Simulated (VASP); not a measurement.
# CuH6Os (R-3m) in VASP: single point with PBE

Aim: the single point of CuH6Os with PBE.

All numbers are computed with VASP 6.6.1; they aren't measurements. Logs are shortened: lines on timing, memory, paths and dates and some standing lists are left out, and cuts for length are marked.

### Step 1. The cell of the first run

It takes space group R-3m (No. 166, trigonal). The conventional cell has a = 3.633 Å, b = 3.633 Å, c = 12.708 Å, α = 90.00°, β = 90.00°, γ = 120.00°. Within 1.1 Å of Cu (site symmetry -3m) lie 6 H at 0.80 Å. H (site symmetry 2) has 1 Cu at 0.80 Å and 2 H at 0.80 Å within 1.1 Å. Within 3.7 Å of Os (site symmetry -3m) lie 36 H at 2.57 to 3.52 Å and 6 Cu at 2.98 Å and 6 Os at 3.63 Å.

The cell was generated, and may not be a known phase.

### Step 2. Single point, PBE

Input file INCAR:

```
  PREC = Accurate
  ENCUT = 520
  EDIFF = 1E-6
  ISMEAR = 0
  SIGMA = 0.1
  LREAL = F
  LASPH = T
  NELM = 80
  ALGO = Normal
  ISIF = 2
  LWAVE = F
  LCHARG = F
  GGA = PE
  NBANDS = 22
```

Input file KPOINTS:

```
regular mesh
0
Gamma
  6 6 6
```

Input file POSCAR:

```
CuH6Os
1.0
    1.8164117400      1.0487058100      4.2361539500
   -1.8164117400      1.0487058100      4.2361539500
    0.0000000000     -2.0974116200      4.2361539500
Cu H Os
1 6 1
Direct
    0.0000000000      0.0000000000      0.0000000000
    0.7805394200      0.2194605800      0.0000000000
    0.0000000000      0.7805394200      0.2194605800
    0.2194605800      0.0000000000      0.7805394200
    0.2194605800      0.7805394200      0.0000000000
    0.0000000000      0.2194605800      0.7805394200
    0.7805394200      0.0000000000      0.2194605800
    0.5000000000      0.5000000000      0.5000000000
```

Potentials or basis: VASP PAW PBE potentials, release 64 (Cu, H, Os).

On the command line:

```
$ cat potpaw_PBE.64/Cu/POTCAR potpaw_PBE.64/H/POTCAR potpaw_PBE.64/Os/POTCAR > POTCAR
$ mpirun -np 1 vasp_std > vasp.out
```

OUTCAR:

```text
PREC = Accurate
   ENCUT = 520
   EDIFF = 1E-6
   ISMEAR = 0
   LREAL = F
   LASPH = T
   NELM = 80
   ISIF = 2
   GGA = PE

 ion  position               nearest neighbor table
   1  0.000  0.000  0.000-   2 0.80   5 0.80   4 0.80   3 0.80   6 0.80   7 0.80   8 2.98   8 2.98
                             8 2.98   8 2.98   8 2.98   8 2.98
   2  0.781  0.219  0.000-   1 0.80   6 0.80   7 0.80
   3  0.000  0.781  0.219-   7 0.80   5 0.80   1 0.80
   4  0.219  0.000  0.781-   6 0.80   5 0.80   1 0.80
   5  0.219  0.781  0.000-   1 0.80   3 0.80   4 0.80
   6  0.000  0.219  0.781-   4 0.80   2 0.80   1 0.80
   7  0.781  0.000  0.219-   3 0.80   2 0.80   1 0.80
   8  0.500  0.500  0.500-   1 2.98   1 2.98   1 2.98   1 2.98   1 2.98   1 2.98

 -----------------------------------------------------------------------------
|                                                                             |
|           W    W    AA    RRRRR   N    N  II  N    N   GGGG   !!!           |
|           W    W   A  A   R    R  NN   N  II  NN   N  G    G  !!!           |
|           W    W  A    A  R    R  N N  N  II  N N  N  G       !!!           |
|           W WW W  AAAAAA  RRRRR   N  N N  II  N  N N  G  GGG   !            |
|           WW  WW  A    A  R   R   N   NN  II  N   NN  G    G                |
|           W    W  A    A  R    R  N    N  II  N    N   GGGG   !!!           |
|                                                                             |
|     The distance between some ions is very small. Please check the          |
|     nearest-neighbor list in the OUTCAR file.                               |
|     I HOPE YOU KNOW WHAT YOU ARE DOING!                                     |
|                                                                             |
 -----------------------------------------------------------------------------

  LATTYP: Found a trigonal (rhomboedric) cell.
 ALAT       =     4.7269584061
 COS(alpha) =     0.7046785201

  Lattice vectors:

 A1 = (   1.8164117400,   1.0487058100,   4.2361539500)
 A2 = (  -1.8164117400,   1.0487058100,   4.2361539500)
 A3 = (   0.0000000000,  -2.0974116200,   4.2361539500)

Analysis of symmetry for initial positions (statically):
=====================================================================
 Subroutine PRICEL returns:
 Original cell was already a primitive cell.

 Routine SETGRP: Setting up the symmetry group for a
 trigonal (rhombohedral) supercell.

 Subroutine GETGRP returns: Found 12 space group operations
 (whereof 12 operations were pure point group operations)
 out of a pool of 12 trial point group operations.

The static configuration has the point symmetry D_3d.

Analysis of symmetry for dynamics (positions and initial velocities):
=====================================================================
 Subroutine PRICEL returns:
 Original cell was already a primitive cell.

 Routine SETGRP: Setting up the symmetry group for a
 trigonal (rhombohedral) supercell.

 Subroutine GETGRP returns: Found 12 space group operations
 (whereof 12 operations were pure point group operations)
 out of a pool of 12 trial point group operations.

The dynamic configuration has the point symmetry D_3d.

 Subroutine INISYM returns: Found 12 space group operations
 (whereof 12 operations are pure point group operations),
 and found     1 'primitive' translations

----------------------------------------------------------------------------------------

                                     Primitive cell

  volume of cell :      48.4162

  direct lattice vectors                    reciprocal lattice vectors
     1.816411740  1.048705810  4.236153950     0.275267985  0.158926045  0.078687729
    -1.816411740  1.048705810  4.236153950    -0.275267985  0.158926045  0.078687729
     0.000000000 -2.097411620  4.236153950     0.000000000 -0.317852090  0.078687729

  length of vectors
     4.726958406  4.726958406  4.726958408     0.327447263  0.327447263  0.327447262

  position of ions in fractional coordinates (direct lattice)
     0.000000000  0.000000000  0.000000000
     0.780539420  0.219460580  1.000000000
     1.000000000  0.780539420  0.219460580
     0.219460580  1.000000000  0.780539420
     0.219460580  0.780539420  1.000000000
     1.000000000  0.219460580  0.780539420
     0.780539420  1.000000000  0.219460580
     0.500000000  0.500000000  0.500000000

  ion indices of the primitive-cell ions
   primitive index   ion index
                 1           1
                 2           2
                 3           3
                 4           4
                 5           5
                 6           6
                 7           7
                 8           8

----------------------------------------------------------------------------------------

 KPOINTS: regular mesh

Automatic generation of k-mesh.
 Grid dimensions read from file:
 generate k-points for:    6    6    6

 Generating k-lattice:

  Cartesian coordinates                     Fractional coordinates (reciprocal lattice)
     0.045877998  0.026487674  0.013114621     0.166666667  0.000000000 -0.000000000
    -0.045877998  0.026487674  0.013114621     0.000000000  0.166666667 -0.000000000
     0.000000000 -0.052975348  0.013114621    -0.000000000 -0.000000000  0.166666667

  Length of vectors
     0.054574544  0.054574544  0.054574544

  Shift w.r.t. Gamma in fractional coordinates (k-lattice)
     0.000000000  0.000000000  0.000000000

 Subroutine IBZKPT returns following result:
 ===========================================

 Found     32 irreducible k-points:

 Following reciprocal coordinates:
            Coordinates               Weight
  0.000000  0.000000  0.000000      1.000000
  0.166667  0.000000 -0.000000      6.000000
  0.333333 -0.000000  0.000000      6.000000
  0.500000 -0.000000 -0.000000      3.000000
  0.166667  0.166667 -0.000000      6.000000
  0.333333  0.166667 -0.000000     12.000000
[... 16 lines left out ...]
  0.500000  0.500000  0.166667      6.000000
 -0.333333  0.500000  0.166667     12.000000
 [... further k-points ...]
   k-points           NKPTS =     32   k-points in BZ     NKDIM =     32   number of bands    NBANDS=     22
   number of dos      NEDOS =    301   number of ions     NIONS =      8
   total plane-waves  NPLWV =  46656
   dimension x,y,z NGX =    36 NGY =   36 NGZ =   36
   dimension x,y,z NGXF=    72 NGYF=   72 NGZF=   72
   ions per type =               1   6   1
   NGX,Y,Z   is equivalent  to a cutoff of  12.66, 12.66, 12.66 a.u.
   NGXF,Y,Z  is equivalent  to a cutoff of  25.32, 25.32, 25.32 a.u.
 SYSTEM =  unknown system
   PREC   = accura    normal or accurate (medium, high low for compatibility)
   ISTART =      0    job   : 0-new  1-cont  2-samecut
   ICHARG =      2    charge: 1-file 2-atom 10-const
   ISPIN  =      1    spin polarized calculation?
   LNONCOLLINEAR =      F non collinear calculations
   LSORBIT =      F    spin-orbit coupling
   LASPH  =      T    aspherical Exc in radial PAW
   ENCUT  =  520.0 eV  38.22 Ry    6.18 a.u.   8.79  8.79  8.79*2*pi/ulx,y,z
   NELM   =     80;   NELMIN=  2; NELMDL= -5     # of ELM steps
   EDIFF  = 0.1E-05   stopping-criterion for ELM
   LREAL  =      F    real-space projection
   EDIFFG = 0.1E-04   stopping-criterion for IOM
   NSW    =      0    number of steps for IOM
   IBRION =     -1    ionic relax: 0-MD 1-quasi-New 2-CG
   NFREE  =      0    steps in history (QN), initial steepest desc. (CG)
   ISIF   =      2    stress and relaxation
   ISYM   =      2    0-nonsym 1-usesym 2-fastsym
   POTIM  = 0.5000    time-step for ionic-motion
   TEBEG  =    0.0;   TEEND  =   0.0 temperature during run
   PSTRESS=    0.0 pullay stress
   NELECT =      25.0000    total number of electrons
   NUPDOWN=      -1.0000    fix difference up-down
   EMIN   =  10.00;   EMAX   =-10.00  energy-range for DOS
   EFERMI =   0.00;   METHOD = LEGACY
   ISMEAR =     0;   SIGMA  =   0.10  broadening in eV -4-tet -1-fermi 0-gaus
   EFERMI_NEDOS =   21; number of points for ismear=-14 and -15
   IALGO  =     38    algorithm
   IMIX   =      4    mixing-type and parameters
     AMIX     =   0.40;   BMIX     =  1.00
     AMIX_MAG =   1.60;   BMIX_MAG =  1.00
  volume/ion in A,a.u.               =       6.05        40.84
  Fermi-wavevector in a.u.,A,eV,Ry     =   1.313382  2.481933 23.469686  1.724973
  Thomas-Fermi vector in A             =   2.443709
   LORBIT       =      0    0 simple, 1 ext, 2 COOP (PROOUT), +10 PAW based schemes
   GGA     = PE    functional components
   LHFCALC =     F    Hartree Fock is set to
   AEXX    =    0.0000 exact exchange contribution
   IVDW    =     0    specifies the selected vdW correction
   LEPSILON=     F    determine dielectric tensor
   LRPA    =     F    only Hartree local field effects (RPA)
 non-spin polarized calculation
 Gauss-broadening in eV      SIGMA  =   0.10
  energy-cutoff  :      520.00
  volume of cell :       48.42
 maximum number of plane-waves:      1330
   NGX = 17   NGY = 17   NGZ = 17

 number of electron      25.0000005 magnetization

 Free energy of the ion-electron system (eV)
  ---------------------------------------------------
  ext. energy  EPLUGINS =         0.00000000
  ---------------------------------------------------
  free energy    TOTEN  =        66.34168231 eV

  energy without entropy =       66.38165614  energy(sigma->0) =       66.36166922

 E-fermi :   5.3820     XC(G=0): -11.0433

 val. band max:        5.3701185318   @ k =   0.5000   0.3333   0.1667
 cond. band min:       5.3855778767   @ k =   0.5000   0.5000   0.5000
 fundamental gap:      0.0154593449
 Fermi energy:         5.3819644682

 k-point     1 :       0.0000    0.0000    0.0000
  band No.  band energies     occupation
      1     -16.2312      2.00000
      2     -16.2312      2.00000
      3     -16.0257      2.00000
      4      -8.7752      2.00000
      5      -8.7752      2.00000
      6      -5.5148      2.00000
[... 574 lines left out ...]
      6      -4.8055      2.00000
[... 14 lines left out ...]
     21      18.0687      0.00000
     22      19.9039      0.00000

 [... further k-points ...]

------------------------ aborting loop because EDIFF is reached ----------------------------------------

  FORCE on cell =-STRESS in cart. coord.  units (eV):
  Direction    XX          YY          ZZ          XY          YZ          ZX
  --------------------------------------------------------------------------------------
  -------------------------------------------------------------------------------------
  Total      206.6901494    206.6901506      3.9562548      0.0000000      0.0000000      0.0000000
  in kB     6839.7369913   6839.7370298    130.9193596      0.0000000      0.0000000      0.0000000
  external PRESSURE =    4603.4644602 kB  Pullay stress =       0.0000000 kB

 VOLUME and BASIS-vectors are now :
 -----------------------------------------------------------------------------
  energy-cutoff  :      520.00
  volume of cell :       48.42
      direct lattice vectors                 reciprocal lattice vectors
     1.816411740  1.048705810  4.236153950     0.275267985  0.158926045  0.078687729
    -1.816411740  1.048705810  4.236153950    -0.275267985  0.158926045  0.078687729
     0.000000000 -2.097411620  4.236153950     0.000000000 -0.317852090  0.078687729

 POSITION                                       TOTAL-FORCE (eV/Angst)
 -----------------------------------------------------------------------------------
      0.00000      0.00000      0.00000        -0.000000      0.000000     -0.000000
      1.01915      1.04871      4.23615       -87.842740      0.000000      0.000000
     -1.41778      0.35826      4.23615        43.921370    -76.074045     -0.000000
      0.39863     -1.40696      4.23615        43.921370     76.074045     -0.000000
     -1.01915      1.04871      4.23615        87.842740      0.000000     -0.000000
     -0.39863     -1.40696      4.23615       -43.921370     76.074045     -0.000000
      1.41778      0.35826      4.23615       -43.921370    -76.074045     -0.000000
      0.00000      0.00000      6.35423        -0.000000      0.000000     -0.000000
 -----------------------------------------------------------------------------------
    total drift:                                0.000000      0.000000      0.000000

  FREE ENERGIE OF THE ION-ELECTRON SYSTEM (eV)
  ---------------------------------------------------
  free  energy   TOTEN  =        66.3416823053 eV

  energy  without entropy=       66.3816561409  energy(sigma->0) =       66.36166922
```

Wall time 48 s (1 thread of Intel Xeon Platinum 8259CL at 2.50GHz (Skylake/Cascade Lake), shared host); peak memory 0.22 GiB.

What came out:

- Free energy: 66.3417 eV
- Pressure: 460.3 GPa
- Largest force: 87.843 eV/Å
- Band gap on the k mesh: zero (an odd number of electrons rules out a gap without spin polarisation)

Forces on the atoms (eV/Å):
```
Cu    0.000   0.000   0.000
H   -87.843   0.000   0.000
H    43.921 -76.074   0.000
H    43.921  76.074   0.000
H    87.843   0.000   0.000
H   -43.921  76.074   0.000
H   -43.921 -76.074   0.000
Os    0.000   0.000   0.000
```

Stress tensor (GPa, compression positive):
```
683.97   0.00   0.00
  0.00 683.97   0.00
  0.00   0.00  13.09
```

Caveat: atoms lie so close that the PAW spheres overlap strongly, which falsifies energies and pressures; the stress differs along the axes, from 13 to 684 GPa; spin-orbit coupling is left out, which moves the levels of the heavy elements; forces of over 1 eV/Å act on the atoms, so gaps and moduli don't describe the material at rest.
